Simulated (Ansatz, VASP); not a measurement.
**One calculation of SiC, two programs**

Contents of INCAR:

```
  ALGO = Normal
  EDIFF = 1E-6
  ENCUT = 520
  GGA = PS
  ISIF = 2
  ISMEAR = 0
  LASPH = True
  LCHARG = False
  LREAL = False
  LWAVE = False
  NBANDS = 16
  NELM = 80
  PREC = Accurate
  SIGMA = 0.01
```

The input KPOINTS:

```
k-points
0
Gamma
  15 15 8
```

Contents of POSCAR:

```
SiC
1.0
    3.0759807156      0.0000000000      0.0000000000
   -1.5379903578      2.6638774413      0.0000000000
    0.0000000000      0.0000000000      5.0478465815
Si C
2 2
Direct
    0.3333333333      0.6666666667     -0.0376640397
    0.6666666667      0.3333333333      0.4623359603
    0.3333333333      0.6666666667      0.4126640397
    0.6666666667      0.3333333333      0.9126640397
```

Input for Ansatz:

```yaml
crystal:
  lattice:
    - [3.0759807156, 0.0, 0.0]
    - [-1.5379903578, 2.6638774413, 0.0]
    - [0.0, 0.0, 5.0478465815]
  atoms:
    - { symbol: Si, position: [0.3333333333, 0.6666666667, -0.0376640397] }
    - { symbol: Si, position: [0.6666666667, 0.3333333333, 0.4623359603] }
    - { symbol: C, position: [0.3333333333, 0.6666666667, 0.4126640397] }
    - { symbol: C, position: [0.6666666667, 0.3333333333, 0.9126640397] }
basis:
  ecutwfc: 420
  xc_grid: 2
kpoints:
  mp_grid: { grid: [15, 15, 8] }
hamiltonian:
  xc: pbesol
  pseudopotentials: { kind: paw, azcp: { folder: soft_1 } }
scf:
  occupations: { method: fixed }
output:
  forces: true
  stress: true
  eigenvalues: true
  polarization: {}
```

Change from the starting cell: polar distortion scaled by 0.40.

Alike in both runs: task single point; functional PBEsol; k mesh 15 × 15 × 8; no spin polarisation.

```csv
,VASP,Ansatz
version,VASP 6.6.1,Ansatz 0.2.0
potentials or method,"VASP PAW PBE potentials, release 64 (Si, C), cutoff 520 eV","scalar-relativistic, plane waves, PAW"
occupations,"gaussian, width 0.01 eV",fixed
valence electrons in the cell,16,16
```

```csv
,VASP,Ansatz,Ansatz less VASP
gap on the k mesh at the Fermi level (eV),0.96,0.97,+0.011
least direct gap on the mesh (eV),3.12,3.13,+0.003
pressure (GPa),8.2,7.9,-0.29
"traceless stress, the component that is largest in VASP (GPa)",-12.51,-12.24,+0.276
rms of the force components (eV/Å),1.215,1.207,-0.0077
```

VASP's potentials were made for PBE, not for PBEsol, and Ansatz warns of the same on its side. Atom by atom the forces differ by 0.008 eV/Å (rms over components).
